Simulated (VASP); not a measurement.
Wanted: the native input for a VASP 6.6.1 run.

```
Task                   : single point
Functional             : LDA
Potentials or basis    : VASP PAW LDA potentials, release 64 (Cr_pv)
Cutoff                 : 520 eV
k mesh                 : 12 × 12 × 7
Occupations            : fermi-dirac, width 0.03 eV
Spin                   : collinear spin, ferromagnetic start
Starting moments       : [0.67, 0.67] μB
Fixed moment           : 1.34 μB
Dipole correction      : no
Further INCAR settings : ALGO = Normal; EDIFF = 1e-06; NBANDS = 23
```

The structure of Cr lies in POSCAR:

```
Cr
1.0
    2.7140000000      0.0000000000      0.0000000000
   -1.3570000000      2.3503929459      0.0000000000
    0.0000000000      0.0000000000      4.4100000000
Cr
2
Direct
    0.3333333333      0.6666666667      0.2500000000
    0.6666666667      0.3333333333      0.7500000000
```

One way to write it, as run:

INCAR

```
PREC = Accurate ; ENCUT = 520
EDIFF = 1E-6 ; ISMEAR = -1
SIGMA = 0.03 ; LREAL = False
LASPH = True ; NELM = 150
ALGO = Normal ; ISIF = 2
LWAVE = False ; LCHARG = True
ISPIN = 2 ; MAGMOM = 0.67 0.67
LORBIT = 11 ; NUPDOWN = 1.34
LMAXMIX = 4 ; LELF = True
LVHAR = True ; NBANDS = 23
```

KPOINTS

```
Automatic mesh
0
Gamma
  12 12 7
```

Potentials or basis: VASP PAW LDA potentials, release 64 (Cr_pv).

Command:

```console
$ cat potpaw_LDA.64/Cr_pv/POTCAR > POTCAR
$ mpirun -np 1 vasp_std > vasp.out
```

It gave:

* Pressure: -37.9 GPa
* Net moment: 1.34 μB per cell
* Site moments: Cr +0.62 μB
* Valence electrons inside the program's atomic spheres: Cr 10.73

Caveat: the total moment is fixed, so each spin has its own Fermi level.

It took 49 s on 1 thread of AMD EPYC 9R45 96-Core Processor (Zen 5), on a shared host, peak memory 0.14 GiB.
